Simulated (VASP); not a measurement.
# Sn (Fd-3m) in VASP: single point with PBE

Aim: the single point of Sn with PBE.

Everything below comes from runs of VASP 6.6.1. Logs are shortened: lines on timing, memory, paths and dates and some standing lists are left out, and cuts for length are marked.

## (1) The cell of the first run

Symmetry: Fd-3m, No. 227, cubic system. Conventional cell: a = 6.651 Å, b = 6.651 Å, c = 6.651 Å, α = 90.00°, β = 90.00°, γ = 90.00°. Sn (site symmetry -43m) has 4 Sn at 2.88 Å within 3.8 Å.

## (2) Single point, PBE

Input file INCAR:

```
SYSTEM = Sn
ALGO = Normal
EDIFF = 1E-6
ENCUT = 520
GGA = PE
ISIF = 2
ISMEAR = -1
LASPH = .True.
LCHARG = .True.
LELF = .True.
LREAL = .False.
LVHAR = .True.
LWAVE = .False.
NBANDS = 21
NELM = 60
PREC = Accurate
SIGMA = 0.13605693000000002
```

Input file KPOINTS:

```
k-points
0
Gamma
  8 8 8
  0 0 0
```

Input file POSCAR:

```
Sn
1.0
    0.0000000000      3.3254536099      3.3254536099
    3.3254536099      0.0000000000      3.3254536099
    3.3254536099      3.3254536099      0.0000000000
Sn
2
Direct
    0.0000000000      0.0000000000      0.0000000000
    0.2500000000      0.2500000000      0.2500000000
```

Potentials or basis: VASP PAW PBE potentials, release 64 (Sn_d).

The run is started by

```console
> cat potpaw_PBE.64/Sn_d/POTCAR > POTCAR
> mpirun -np 1 vasp_std > vasp.out
```

OUTCAR:

```text
SYSTEM = Sn
   EDIFF = 1E-6
   ENCUT = 520
   GGA = PE
   ISIF = 2
   ISMEAR = -1
   LASPH = .True.
   LREAL = .False.
   NELM = 60
   PREC = Accurate

 ion  position               nearest neighbor table
   1  0.000  0.000  0.000-   2 2.88   2 2.88   2 2.88   2 2.88
   2  0.250  0.250  0.250-   1 2.88   1 2.88   1 2.88   1 2.88

  LATTYP: Found a face centered cubic cell.
 ALAT       =     6.6509072198

  Lattice vectors:

 A1 = (   0.0000000000,   3.3254536099,   3.3254536099)
 A2 = (   3.3254536099,   0.0000000000,   3.3254536099)
 A3 = (   3.3254536099,   3.3254536099,   0.0000000000)

Analysis of symmetry for initial positions (statically):
=====================================================================
 Subroutine PRICEL returns:
 Original cell was already a primitive cell.

 Routine SETGRP: Setting up the symmetry group for a
 face centered cubic supercell.

 Subroutine GETGRP returns: Found 48 space group operations
 (whereof 24 operations were pure point group operations)
 out of a pool of 48 trial point group operations.

The static configuration has the point symmetry T_d .
 The point group associated with its full space group is O_h .

Analysis of symmetry for dynamics (positions and initial velocities):
=====================================================================
 Subroutine PRICEL returns:
 Original cell was already a primitive cell.

 Routine SETGRP: Setting up the symmetry group for a
 face centered cubic supercell.

 Subroutine GETGRP returns: Found 48 space group operations
 (whereof 24 operations were pure point group operations)
 out of a pool of 48 trial point group operations.

The dynamic configuration has the point symmetry T_d .
 The point group associated with its full space group is O_h .

 Subroutine INISYM returns: Found 48 space group operations
 (whereof 24 operations are pure point group operations),
 and found     1 'primitive' translations

----------------------------------------------------------------------------------------

                                     Primitive cell

  volume of cell :      73.5500

  direct lattice vectors                    reciprocal lattice vectors
     0.000000000  3.325453610  3.325453610    -0.150355428  0.150355428  0.150355428
     3.325453610  0.000000000  3.325453610     0.150355428 -0.150355428  0.150355428
     3.325453610  3.325453610  0.000000000     0.150355428  0.150355428 -0.150355428

  length of vectors
     4.702901596  4.702901596  4.702901596     0.260423240  0.260423240  0.260423240

  position of ions in fractional coordinates (direct lattice)
     0.000000000  0.000000000  0.000000000
     0.250000000  0.250000000  0.250000000

  ion indices of the primitive-cell ions
   primitive index   ion index
                 1           1
                 2           2

----------------------------------------------------------------------------------------

 KPOINTS: k-points

Automatic generation of k-mesh.
 Grid dimensions read from file:
 generate k-points for:    8    8    8

 Generating k-lattice:

  Cartesian coordinates                     Fractional coordinates (reciprocal lattice)
    -0.018794428  0.018794428  0.018794428     0.125000000  0.000000000  0.000000000
     0.018794428 -0.018794428  0.018794428     0.000000000  0.125000000  0.000000000
     0.018794428  0.018794428 -0.018794428     0.000000000  0.000000000  0.125000000

  Length of vectors
     0.032552905  0.032552905  0.032552905

  Shift w.r.t. Gamma in fractional coordinates (k-lattice)
     0.000000000  0.000000000  0.000000000

 Subroutine IBZKPT returns following result:
 ===========================================

 Found     29 irreducible k-points:

 Following reciprocal coordinates:
            Coordinates               Weight
  0.000000  0.000000  0.000000      1.000000
  0.125000  0.000000  0.000000      8.000000
  0.250000  0.000000  0.000000      8.000000
  0.375000  0.000000  0.000000      8.000000
  0.500000  0.000000  0.000000      4.000000
  0.125000  0.125000  0.000000      6.000000
[... 16 lines left out ...]
  0.500000  0.250000  0.125000     48.000000
 -0.375000  0.250000  0.125000     24.000000
 [... further k-points ...]
   k-points           NKPTS =     29   k-points in BZ     NKDIM =     29   number of bands    NBANDS=     21
   number of dos      NEDOS =    301   number of ions     NIONS =      2
   total plane-waves  NPLWV =  46656
   dimension x,y,z NGX =    36 NGY =   36 NGZ =   36
   dimension x,y,z NGXF=    72 NGYF=   72 NGZF=   72
   ions per type =               2
   NGX,Y,Z   is equivalent  to a cutoff of  12.73, 12.73, 12.73 a.u.
   NGXF,Y,Z  is equivalent  to a cutoff of  25.45, 25.45, 25.45 a.u.
 SYSTEM =  Sn
   PREC   = accura    normal or accurate (medium, high low for compatibility)
   ISTART =      0    job   : 0-new  1-cont  2-samecut
   ICHARG =      2    charge: 1-file 2-atom 10-const
   ISPIN  =      1    spin polarized calculation?
   LNONCOLLINEAR =      F non collinear calculations
   LSORBIT =      F    spin-orbit coupling
   LASPH  =      T    aspherical Exc in radial PAW
   ENCUT  =  520.0 eV  38.22 Ry    6.18 a.u.   8.74  8.74  8.74*2*pi/ulx,y,z
   NELM   =     60;   NELMIN=  2; NELMDL= -5     # of ELM steps
   EDIFF  = 0.1E-05   stopping-criterion for ELM
   LREAL  =      F    real-space projection
   EDIFFG = 0.1E-04   stopping-criterion for IOM
   NSW    =      0    number of steps for IOM
   IBRION =     -1    ionic relax: 0-MD 1-quasi-New 2-CG
   NFREE  =      0    steps in history (QN), initial steepest desc. (CG)
   ISIF   =      2    stress and relaxation
   ISYM   =      2    0-nonsym 1-usesym 2-fastsym
   POTIM  = 0.5000    time-step for ionic-motion
   TEBEG  =    0.0;   TEEND  =   0.0 temperature during run
   PSTRESS=    0.0 pullay stress
   NELECT =      28.0000    total number of electrons
   NUPDOWN=      -1.0000    fix difference up-down
   EMIN   =  10.00;   EMAX   =-10.00  energy-range for DOS
   EFERMI =   0.00;   METHOD = LEGACY
   ISMEAR =    -1;   SIGMA  =   0.14  broadening in eV -4-tet -1-fermi 0-gaus
   EFERMI_NEDOS =   21; number of points for ismear=-14 and -15
   IALGO  =     38    algorithm
   IMIX   =      4    mixing-type and parameters
     AMIX     =   0.40;   BMIX     =  1.00
     AMIX_MAG =   1.60;   BMIX_MAG =  1.00
  volume/ion in A,a.u.               =      36.78       248.17
  Fermi-wavevector in a.u.,A,eV,Ry     =   1.186497  2.242154 19.153941  1.407775
  Thomas-Fermi vector in A             =   2.322668
   LORBIT       =      0    0 simple, 1 ext, 2 COOP (PROOUT), +10 PAW based schemes
   GGA     = PE    functional components
   LHFCALC =     F    Hartree Fock is set to
   AEXX    =    0.0000 exact exchange contribution
   IVDW    =     0    specifies the selected vdW correction
   LEPSILON=     F    determine dielectric tensor
   LRPA    =     F    only Hartree local field effects (RPA)
 non-spin polarized calculation
  energy-cutoff  :      520.00
  volume of cell :       73.55
 maximum number of plane-waves:      2006
   NGX = 17   NGY = 17   NGZ = 17

 number of electron      28.0000006 magnetization

 Free energy of the ion-electron system (eV)
  ---------------------------------------------------
  ext. energy  EPLUGINS =         0.00000000
  ---------------------------------------------------
  free energy    TOTEN  =        -7.69453947 eV

  energy without entropy =       -7.67565753  energy(sigma->0) =       -7.68509850

 E-fermi :   4.8604     XC(G=0):  -8.5586

 val. band max:        4.8442182096   @ k =   0.3750   0.0000   0.0000
 cond. band min:       4.9770241726   @ k =   0.0000   0.0000   0.0000
 fundamental gap:      0.1328059630
 Fermi energy:         4.8603535301

 k-point     1 :       0.0000    0.0000    0.0000
  band No.  band energies     occupation
      1     -16.6633      2.00000
      2     -16.6633      2.00000
      3     -16.6633      2.00000
      4     -16.6131      2.00000
      5     -16.6131      2.00000
      6     -16.3595      2.00000
[... 13 lines left out ...]
     20      12.6781      0.00000
     21      12.6781      0.00000

 k-point     2 :       0.1250    0.0000    0.0000
  band No.  band energies     occupation
      1     -16.6719      2.00000
      2     -16.6719      2.00000
      3     -16.6601      2.00000
      4     -16.6010      2.00000
      5     -16.6010      2.00000
      6     -16.3802      2.00000
[... 13 lines left out ...]
     20      11.9093      0.00000
     21      11.9093      0.00000

 k-point     3 :       0.2500    0.0000    0.0000
  band No.  band energies     occupation
      1     -16.6840      2.00000
      2     -16.6840      2.00000
      3     -16.6521      2.00000
      4     -16.5812      2.00000
      5     -16.5812      2.00000
      6     -16.3988      2.00000
[... 13 lines left out ...]
     20      11.6970      0.00000
     21      11.6970      0.00000

 k-point     4 :       0.3750    0.0000    0.0000
  band No.  band energies     occupation
      1     -16.6911      2.00000
      2     -16.6911      2.00000
      3     -16.6437      2.00000
      4     -16.5678      2.00000
      5     -16.5678      2.00000
      6     -16.4096      2.00000
[... 13 lines left out ...]
     20      12.4475      0.00000
     21      12.4475      0.00000

 k-point     5 :       0.5000    0.0000    0.0000
  band No.  band energies     occupation
      1     -16.6932      2.00000
      2     -16.6932      2.00000
      3     -16.6401      2.00000
      4     -16.5637      2.00000
      5     -16.5637      2.00000
      6     -16.4127      2.00000
[... 13 lines left out ...]
     20      13.1276      0.00000
     21      13.4592      0.00000
[... 382 lines left out ...]
     20      13.6780      0.00000
     21      15.0077      0.00000

 k-point    22 :       0.3750    0.2500    0.1250
  band No.  band energies     occupation
      1     -16.6957      2.00000
      2     -16.6951      2.00000
      3     -16.6405      2.00000
      4     -16.5720      2.00000
      5     -16.5410      2.00000
      6     -16.4544      2.00000
[... 13 lines left out ...]
     20      12.6673      0.00000
     21      12.9976      0.00000

 k-point    23 :       0.5000    0.2500    0.1250
  band No.  band energies     occupation
      1     -16.7111      2.00000
      2     -16.7018      2.00000
      3     -16.6143      2.00000
      4     -16.5541      2.00000
      5     -16.5257      2.00000
      6     -16.4661      2.00000
[... 13 lines left out ...]
     20      12.4601      0.00000
     21      13.7138      0.00000

 k-point    24 :      -0.3750    0.2500    0.1250
  band No.  band energies     occupation
      1     -16.7172      2.00000
      2     -16.7038      2.00000
      3     -16.6021      2.00000
      4     -16.5410      2.00000
      5     -16.5269      2.00000
      6     -16.4615      2.00000
[... 13 lines left out ...]
     20      13.3160      0.00000
     21      13.6910      0.00000

 [... further k-points ...]

------------------------ aborting loop because EDIFF is reached ----------------------------------------

  FORCE on cell =-STRESS in cart. coord.  units (eV):
  Direction    XX          YY          ZZ          XY          YZ          ZX
  --------------------------------------------------------------------------------------
  -------------------------------------------------------------------------------------
  Total        0.0540287      0.0540287      0.0540287      0.0000000      0.0000000     -0.0000000
  in kB        1.1769350      1.1769350      1.1769350      0.0000000      0.0000000     -0.0000000
  external PRESSURE =       1.1769350 kB  Pullay stress =       0.0000000 kB

 VOLUME and BASIS-vectors are now :
 -----------------------------------------------------------------------------
  energy-cutoff  :      520.00
  volume of cell :       73.55
      direct lattice vectors                 reciprocal lattice vectors
     0.000000000  3.325453610  3.325453610    -0.150355428  0.150355428  0.150355428
     3.325453610  0.000000000  3.325453610     0.150355428 -0.150355428  0.150355428
     3.325453610  3.325453610  0.000000000     0.150355428  0.150355428 -0.150355428

 POSITION                                       TOTAL-FORCE (eV/Angst)
 -----------------------------------------------------------------------------------
      0.00000      0.00000      0.00000         0.000000      0.000000      0.000000
      1.66273      1.66273      1.66273        -0.000000     -0.000000     -0.000000
 -----------------------------------------------------------------------------------
    total drift:                                0.000000      0.000000      0.000000

  FREE ENERGIE OF THE ION-ELECTRON SYSTEM (eV)
  ---------------------------------------------------
  free  energy   TOTEN  =        -7.6945394714 eV

  energy  without entropy=       -7.6756575319  energy(sigma->0) =       -7.68509850
```

It took 48 s on 1 thread of Intel Xeon 8259CL, shared host; peak memory 0.21 GiB.

What came out:

| Item | Value |
| --- | --- |
| Free energy | -7.6945 eV |
| Pressure | 0.1 GPa |
| Band gap on the k mesh | zero (band 14 reaches 4.98 eV, above the bottom of band 15 at 4.75 eV) |

Caveat: spin-orbit coupling is left out, which moves the levels of the heavy elements.
